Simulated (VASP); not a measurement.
# Zn2SnN (P-6m2) in VASP: notebook

Runs on Zn2SnN. Level: PBE. Tasks: single point.

Everything below comes from runs of VASP 6.6.1. Logs are shortened: lines on timing, memory, paths and dates and some standing lists are left out, and cuts for length are marked.

## (1) The cell of the first run

It takes space group P-6m2 (No. 187, hexagonal). The conventional cell has a = 3.162 Å, b = 3.162 Å, c = 7.319 Å, α = 90.00°, β = 90.00°, γ = 120.00°. Within 2.9 Å of Zn (site symmetry 3m) lie 3 N at 2.18 Å and 1 Zn at 2.39 Å. Within 4.0 Å of Sn (site symmetry -6m2) lie 6 Zn at 3.07 Å and 6 Sn at 3.16 Å. N (site symmetry -6m2) has 6 Zn at 2.18 Å within 2.9 Å.

## (2) Single point, PBE

INCAR reads:

```
  ALGO = Normal
  EDIFF = 1E-6
  ENCUT = 520
  GGA = PE
  ISIF = 2
  ISMEAR = 0
  LASPH = True
  LCHARG = False
  LREAL = False
  LWAVE = False
  NBANDS = 30
  NELM = 100
  PREC = Accurate
  SIGMA = 0.1
```

KPOINTS reads:

```
k-points
0
Gamma
  6 6 4
```

POSCAR reads:

```
Zn2SnN
1.0
    3.1617180338      0.0000000000      0.0000000000
   -1.5808590169      2.7381281369      0.0000000000
    0.0000000000      0.0000000000      7.3185637791
Zn Sn N
2 1 1
Direct
    0.3333333333      0.6666666667      0.6630469331
    0.3333333333      0.6666666667      0.3369530669
    0.0000000000      0.0000000000      0.0000000000
    0.6666666667      0.3333333333      0.5000000000
```

Potentials or basis: VASP PAW PBE potentials, release 64 (Zn, Sn_d, N).

Run with:

```sh
$ cat potpaw_PBE.64/Zn/POTCAR potpaw_PBE.64/Sn_d/POTCAR potpaw_PBE.64/N/POTCAR > POTCAR
$ mpirun -np 1 vasp_std > vasp.out
```

OUTCAR:

```text
EDIFF = 1E-6
   ENCUT = 520
   GGA = PE
   ISIF = 2
   ISMEAR = 0
   LASPH = True
   LREAL = False
   NELM = 100
   PREC = Accurate

 ion  position               nearest neighbor table
   1  0.333  0.667  0.663-   4 2.18   4 2.18   4 2.18   2 2.39   3 3.07   3 3.07   3 3.07
   2  0.333  0.667  0.337-   4 2.18   4 2.18   4 2.18   1 2.39   3 3.07   3 3.07   3 3.07
   3  0.000  0.000  0.000-   1 3.07   2 3.07   1 3.07   2 3.07   1 3.07   2 3.07
   4  0.667  0.333  0.500-   1 2.18   2 2.18   1 2.18   2 2.18   1 2.18   2 2.18

  LATTYP: Found a hexagonal cell.
 ALAT       =     3.1617180338
 C/A-ratio  =     2.3147427129

  Lattice vectors:

 A1 = (   3.1617180338,   0.0000000000,   0.0000000000)
 A2 = (  -1.5808590169,   2.7381281369,   0.0000000000)
 A3 = (   0.0000000000,   0.0000000000,   7.3185637791)

Analysis of symmetry for initial positions (statically):
=====================================================================
 Subroutine PRICEL returns:
 Original cell was already a primitive cell.

 Routine SETGRP: Setting up the symmetry group for a
 hexagonal supercell.

 Subroutine GETGRP returns: Found 12 space group operations
 (whereof 12 operations were pure point group operations)
 out of a pool of 24 trial point group operations.

The static configuration has the point symmetry D_3h.

Analysis of symmetry for dynamics (positions and initial velocities):
=====================================================================
 Subroutine PRICEL returns:
 Original cell was already a primitive cell.

 Routine SETGRP: Setting up the symmetry group for a
 hexagonal supercell.

 Subroutine GETGRP returns: Found 12 space group operations
 (whereof 12 operations were pure point group operations)
 out of a pool of 24 trial point group operations.

The dynamic configuration has the point symmetry D_3h.

 Subroutine INISYM returns: Found 12 space group operations
 (whereof 12 operations are pure point group operations),
 and found     1 'primitive' translations

----------------------------------------------------------------------------------------

                                     Primitive cell

  volume of cell :      63.3582

  direct lattice vectors                    reciprocal lattice vectors
     3.161718034  0.000000000  0.000000000     0.316283739  0.182606502  0.000000000
    -1.580859017  2.738128137  0.000000000     0.000000000  0.365213003  0.000000000
     0.000000000  0.000000000  7.318563779     0.000000000  0.000000000  0.136638831

  length of vectors
     3.161718034  3.161718034  7.318563779     0.365213003  0.365213003  0.136638831

  position of ions in fractional coordinates (direct lattice)
     0.333333333  0.666666667  0.663046933
     0.333333333  0.666666667  0.336953067
     0.000000000  0.000000000  0.000000000
     0.666666667  0.333333333  0.500000000

  ion indices of the primitive-cell ions
   primitive index   ion index
                 1           1
                 2           2
                 3           3
                 4           4

----------------------------------------------------------------------------------------

 KPOINTS: k-points

Automatic generation of k-mesh.
 Grid dimensions read from file:
 generate k-points for:    6    6    4

 Generating k-lattice:

  Cartesian coordinates                     Fractional coordinates (reciprocal lattice)
     0.052713956  0.030434417  0.000000000     0.166666667  0.000000000  0.000000000
     0.000000000  0.060868834  0.000000000     0.000000000  0.166666667  0.000000000
     0.000000000  0.000000000  0.034159708     0.000000000  0.000000000  0.250000000

  Length of vectors
     0.060868834  0.060868834  0.034159708

  Shift w.r.t. Gamma in fractional coordinates (k-lattice)
     0.000000000  0.000000000  0.000000000

 Subroutine IBZKPT returns following result:
 ===========================================

 Found     21 irreducible k-points:

 Following reciprocal coordinates:
            Coordinates               Weight
  0.000000  0.000000  0.000000      1.000000
  0.166667  0.000000  0.000000      6.000000
  0.333333  0.000000  0.000000      6.000000
  0.500000  0.000000  0.000000      3.000000
  0.166667  0.166667  0.000000      6.000000
  0.333333  0.166667  0.000000     12.000000
[... 13 lines left out ...]
  0.333333  0.166667  0.500000     12.000000
  0.333333  0.333333  0.500000      2.000000
   k-points           NKPTS =     21   k-points in BZ     NKDIM =     21   number of bands    NBANDS=     30
   number of dos      NEDOS =    301   number of ions     NIONS =      4
   total plane-waves  NPLWV =  31104
   dimension x,y,z NGX =    24 NGY =   24 NGZ =   54
   dimension x,y,z NGXF=    48 NGYF=   48 NGZF=  108
   ions per type =               2   1   1
   NGX,Y,Z   is equivalent  to a cutoff of  12.62, 12.62, 12.27 a.u.
   NGXF,Y,Z  is equivalent  to a cutoff of  25.24, 25.24, 24.53 a.u.
 SYSTEM =  unknown system
   PREC   = accura    normal or accurate (medium, high low for compatibility)
   ISTART =      0    job   : 0-new  1-cont  2-samecut
   ICHARG =      2    charge: 1-file 2-atom 10-const
   ISPIN  =      1    spin polarized calculation?
   LNONCOLLINEAR =      F non collinear calculations
   LSORBIT =      F    spin-orbit coupling
   LASPH  =      T    aspherical Exc in radial PAW
   ENCUT  =  520.0 eV  38.22 Ry    6.18 a.u.   5.88  5.88 13.61*2*pi/ulx,y,z
   NELM   =    100;   NELMIN=  2; NELMDL= -5     # of ELM steps
   EDIFF  = 0.1E-05   stopping-criterion for ELM
   LREAL  =      F    real-space projection
   EDIFFG = 0.1E-04   stopping-criterion for IOM
   NSW    =      0    number of steps for IOM
   IBRION =     -1    ionic relax: 0-MD 1-quasi-New 2-CG
   NFREE  =      0    steps in history (QN), initial steepest desc. (CG)
   ISIF   =      2    stress and relaxation
   ISYM   =      2    0-nonsym 1-usesym 2-fastsym
   POTIM  = 0.5000    time-step for ionic-motion
   TEBEG  =    0.0;   TEEND  =   0.0 temperature during run
   PSTRESS=    0.0 pullay stress
   NELECT =      43.0000    total number of electrons
   NUPDOWN=      -1.0000    fix difference up-down
   EMIN   =  10.00;   EMAX   =-10.00  energy-range for DOS
   EFERMI =   0.00;   METHOD = LEGACY
   ISMEAR =     0;   SIGMA  =   0.10  broadening in eV -4-tet -1-fermi 0-gaus
   EFERMI_NEDOS =   21; number of points for ismear=-14 and -15
   IALGO  =     38    algorithm
   IMIX   =      4    mixing-type and parameters
     AMIX     =   0.40;   BMIX     =  1.00
     AMIX_MAG =   1.60;   BMIX_MAG =  1.00
  volume/ion in A,a.u.               =      15.84       106.89
  Fermi-wavevector in a.u.,A,eV,Ry     =   1.438677  2.718706 28.161235  2.069792
  Thomas-Fermi vector in A             =   2.557617
   LORBIT       =      0    0 simple, 1 ext, 2 COOP (PROOUT), +10 PAW based schemes
   GGA     = PE    functional components
   LHFCALC =     F    Hartree Fock is set to
   AEXX    =    0.0000 exact exchange contribution
   IVDW    =     0    specifies the selected vdW correction
   LEPSILON=     F    determine dielectric tensor
   LRPA    =     F    only Hartree local field effects (RPA)
 non-spin polarized calculation
 Gauss-broadening in eV      SIGMA  =   0.10
  energy-cutoff  :      520.00
  volume of cell :       63.36
 maximum number of plane-waves:      1722
 NGX is ok and might be reduce to    24
   NGX = 11   NGY = 11   NGZ = 27

 number of electron      42.9999984 magnetization

 Free energy of the ion-electron system (eV)
  ---------------------------------------------------
  ext. energy  EPLUGINS =         0.00000000
  ---------------------------------------------------
  free energy    TOTEN  =       -12.99121543 eV

  energy without entropy =      -12.97787062  energy(sigma->0) =      -12.98454303

 E-fermi :   4.9942     XC(G=0): -11.1851

 val. band max:        4.9553719200   @ k =   0.1667   0.0000   0.5000
 cond. band min:       5.2106020678   @ k =   0.5000   0.0000   0.5000
 fundamental gap:      0.2552301478
 Fermi energy:         4.9941813368

 k-point     1 :       0.0000    0.0000    0.0000
  band No.  band energies     occupation
      1     -16.3836      2.00000
      2     -16.3836      2.00000
      3     -16.3261      2.00000
      4     -16.1565      2.00000
      5     -16.1565      2.00000
      6      -9.4958      2.00000
[... 22 lines left out ...]
     29      16.4729      0.00000
     30      17.9466      0.00000

 k-point     2 :       0.1667    0.0000    0.0000
  band No.  band energies     occupation
      1     -16.4021      2.00000
      2     -16.3222      2.00000
      3     -16.2795      2.00000
      4     -16.1916      2.00000
      5     -16.1644      2.00000
      6      -9.2230      2.00000
[... 22 lines left out ...]
     29      15.3731      0.00000
     30      16.2768      0.00000

 k-point     3 :       0.3333    0.0000    0.0000
  band No.  band energies     occupation
      1     -16.4485      2.00000
      2     -16.2602      2.00000
      3     -16.1973      2.00000
      4     -16.1800      2.00000
      5     -16.1798      2.00000
      6      -8.6019      2.00000
[... 22 lines left out ...]
     29      13.9489      0.00000
     30      14.6024      0.00000

 k-point     4 :       0.5000    0.0000    0.0000
  band No.  band energies     occupation
      1     -16.4727      2.00000
      2     -16.2937      2.00000
      3     -16.1879      2.00000
      4     -16.1337      2.00000
      5     -16.1305      2.00000
      6      -8.2392      2.00000
[... 517 lines left out ...]
     29      14.4163      0.00000
     30      14.9715      0.00000

 k-point    20 :       0.3333    0.1667    0.5000
  band No.  band energies     occupation
      1     -16.4018      2.00000
      2     -16.2761      2.00000
      3     -16.2071      2.00000
      4     -16.2058      2.00000
      5     -16.1313      2.00000
      6      -8.2533      2.00000
[... 22 lines left out ...]
     29      14.0874      0.00000
     30      14.3462      0.00000

 k-point    21 :       0.3333    0.3333    0.5000
  band No.  band energies     occupation
      1     -16.2763      2.00000
      2     -16.2729      2.00000
      3     -16.2532      2.00000
      4     -16.2495      2.00000
      5     -16.1508      2.00000
      6      -8.0787      2.00000
[... 22 lines left out ...]
     29      13.8620      0.00000
     30      14.3838      0.00000

------------------------ aborting loop because EDIFF is reached ----------------------------------------

  FORCE on cell =-STRESS in cart. coord.  units (eV):
  Direction    XX          YY          ZZ          XY          YZ          ZX
  --------------------------------------------------------------------------------------
  -------------------------------------------------------------------------------------
  Total        0.1040366      0.1040366      0.1994197      0.0000000      0.0000000      0.0000000
  in kB        2.6308378      2.6308378      5.0428481      0.0000000      0.0000000      0.0000000
  external PRESSURE =       3.4348412 kB  Pullay stress =       0.0000000 kB

 VOLUME and BASIS-vectors are now :
 -----------------------------------------------------------------------------
  energy-cutoff  :      520.00
  volume of cell :       63.36
      direct lattice vectors                 reciprocal lattice vectors
     3.161718034  0.000000000  0.000000000     0.316283739  0.182606502  0.000000000
    -1.580859017  2.738128137  0.000000000     0.000000000  0.365213003  0.000000000
     0.000000000  0.000000000  7.318563779     0.000000000  0.000000000  0.136638831

 POSITION                                       TOTAL-FORCE (eV/Angst)
 -----------------------------------------------------------------------------------
     -0.00000      1.82542      4.85255        -0.000000     -0.000000      0.050789
     -0.00000      1.82542      2.46601         0.000000     -0.000000     -0.050789
      0.00000      0.00000      0.00000        -0.000000      0.000000      0.000000
      1.58086      0.91271      3.65928        -0.000000      0.000000      0.000000
 -----------------------------------------------------------------------------------
    total drift:                               -0.000001      0.000000     -0.000000

  FREE ENERGIE OF THE ION-ELECTRON SYSTEM (eV)
  ---------------------------------------------------
  free  energy   TOTEN  =       -12.9912154283 eV

  energy  without entropy=      -12.9778706248  energy(sigma->0) =      -12.98454303
```

It took 29 s on 1 thread of Intel Xeon Platinum 8259CL at 2.50GHz (Skylake/Cascade Lake), shared host; peak memory 0.2 GiB.

Results:

| Quantity | Value |
| --- | --- |
| Free energy | -12.9912 eV |
| Pressure | 0.3 GPa |
| Largest force | 0.051 eV/Å |

Forces in eV/Å, atoms in the order of the input:
```
Zn   0.000  0.000  0.051
Zn   0.000  0.000 -0.051
Sn   0.000  0.000  0.000
N    0.000  0.000  0.000
```

Caveat: the k points lie up to 0.38 Å⁻¹ apart; spin-orbit coupling is left out, which moves the levels of the heavy elements.

## (3) Single point, PBE

This run uses another cell than the first one, of 19.34 Å³/atom, 1.221 times its volume.

INCAR: that of step 2 with these lines changed.

```diff
@@ -11,3 +11,3 @@
   NBANDS = 30
-  NELM = 100
+  NELM = 80
   PREC = Accurate
```

KPOINTS is that of step 2.

POSCAR reads:

```
Zn2SnN
1.0
    4.0691003000      0.0000000000      0.0000000000
   -2.0345501500      3.5239442300      0.0000000000
    0.0000000000      0.0000000000      5.3935937800
Zn Sn N
2 1 1
Direct
    0.3333333300      0.6666666700      0.7242094500
    0.3333333300      0.6666666700      0.2757905500
    0.0000000000      0.0000000000      0.0000000000
    0.6666666700      0.3333333300      0.5000000000
```

Potentials or basis: VASP PAW PBE potentials, release 64 (Zn, Sn_d, N).

Run with:

```sh
$ cat potpaw_PBE.64/Zn/POTCAR potpaw_PBE.64/Sn_d/POTCAR potpaw_PBE.64/N/POTCAR > POTCAR
$ mpirun -np 1 vasp_std > vasp.out
```

Run time: 41 s. Hardware: 1 thread of Intel Xeon Platinum 8259CL at 2.50GHz (Skylake/Cascade Lake), shared host; peak memory 0.21 GiB.

The run converged. Its results:

```
Free energy   : -10.5876 eV
Pressure      : -6.4 GPa
Largest force : 0.553 eV/Å
```

Forces in eV/Å, atoms in the order of the input:
```
Zn   0.000  0.000 -0.553
Zn   0.000  0.000  0.553
Sn   0.000  0.000  0.000
N    0.000  0.000  0.000
```

Stress tensor (GPa, compression positive):
```
-8.34  0.00  0.00
 0.00 -8.34  0.00
 0.00  0.00 -2.65
```

Levels at points of the mesh, in eV from the Fermi level:
| k point | band 19 | band 20 | band 21 | band 22 | band 23 | band 24 |
| --- | --- | --- | --- | --- | --- | --- |
| (0.00, 0.00, 0.00) | -0.79 | -0.79 | -0.47 | 1.11 | 1.98 | 1.98 |
| (0.50, 0.00, 0.00) | -2.45 | -1.88 | -1.82 | -0.56 | 1.45 | 2.38 |
| (0.00, 0.00, 0.50) | -0.78 | -0.74 | -0.74 | 2.35 | 2.35 | 2.99 |
| (0.50, 0.00, 0.50) | -4.62 | -1.32 | -0.46 | -0.19 | 0.46 | 1.71 |

Caveat: spin-orbit coupling is left out, which moves the levels of the heavy elements.
